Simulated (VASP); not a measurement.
# SnTe (NiAs type): single point with PBE

Crystal: SnTe (NiAs type).

```
Sn Te
1.0
     4.02234    0.00000    0.00000
    -2.01117    3.48345    0.00000
     0.00000    0.00000    7.97511
Sn Te
2 2
Direct
  0.00000 0.00000 0.00000
  0.00000 0.00000 0.50000
  0.33333 0.66667 0.25000
  0.66667 0.33333 0.75000
```

```yaml
Program: VASP 6.6.1
Task: single point
Functional: PBE
Potentials_or_basis: VASP PAW PBE potentials, release 64 (Sn_d, Te)
Cutoff: 520 eV
k_mesh: 9 × 9 × 5
Occupations: fermi-dirac, width 0.1 eV
Spin: no spin polarisation
```

```
Pressure               : 8.5 GPa
Band gap on the k mesh : zero (band 20 reaches 9.34 eV, above the bottom of band 21 at 7.83 eV)
```

Levels at points of the mesh, in eV from the Fermi level:
```
           k point  band 17  band 18  band 19  band 20  band 21  band 22  band 23  band 24
(0.00, 0.00, 0.00)    -1.57    -1.10    -1.10     1.00     2.05     2.26     2.26     2.66
```

It took 2.5 min on 1 thread of AMD EPYC 7R13, with other jobs on the host, peak memory 0.24 GiB.

Caveat: spin-orbit coupling is left out, which moves the levels of the heavy elements.
